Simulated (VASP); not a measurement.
Input of a VASP 6.6.1 run:

Contents of POSCAR:

```
In2Sb
1.0
   10.1665495700      0.0000000000      0.0000000000
   -5.0832747850      8.8044901965      0.0000000000
    0.0000000000      0.0000000000     12.7037872016
In Sb
4 2
Direct
    0.6666666667      0.3333333333      0.2500000000
    0.3333333333      0.6666666667      0.7500000000
    0.0000000000      0.0000000000      0.5000000000
    0.0000000000      0.0000000000      0.0000000000
    0.6666666667      0.3333333333      0.7500000000
    0.3333333333      0.6666666667      0.2500000000
```

INCAR.step1

```
ALGO = Normal ; EDIFF = 1E-4
ENCUT = 520 ; GGA = PE
ISMEAR = 0 ; LASPH = True
LCHARG = False ; LREAL = False
LWAVE = True ; NBANDS = 40
NELM = 80 ; PREC = Accurate
SIGMA = 0.1
```

File INCAR.step2:

```
ALGO = Normal ; EDIFF = 1E-7
ENCUT = 520 ; ISIF = 2
ISMEAR = 0 ; ISTART = 1
LASPH = True ; LCHARG = True
LELF = True ; LMIXTAU = True
LREAL = False ; LVHAR = True
LWAVE = False ; METAGGA = R2SCAN
NBANDS = 40 ; NELM = 80
PREC = Accurate ; SIGMA = 0.1
```

The input KPOINTS:

```
k-points
0
Gamma
  3 3 2
```

Potentials or basis: VASP PAW PBE potentials, release 64 (In_d, Sb).

Run with:

```bash
$ cat potpaw_PBE.64/In_d/POTCAR potpaw_PBE.64/Sb/POTCAR > POTCAR
$ cp INCAR.step1 INCAR
$ mpirun -np 1 vasp_std > vasp.out
$ cp INCAR.step2 INCAR
$ mpirun -np 1 vasp_std > vasp.out
```

**Question.** Estimate the pressure.

**Answer.** -0.7 GPa.

**Question.** Predict the band gap on the k mesh.

**Answer.** Zero (bands 31 and 32 overlap by 0.09 eV).

Stress tensor (GPa, compression positive):
```
-0.81  0.00  0.00
 0.00 -0.81  0.00
 0.00  0.00 -0.61
```

Caveat: the atoms stand far beyond bonding distance; semilocal functionals underestimate gaps, and a narrow one can read as zero; the PAW data sets were made with another functional, which shifts forces and pressure a little; spin-orbit coupling is left out, which moves the levels of the heavy elements.
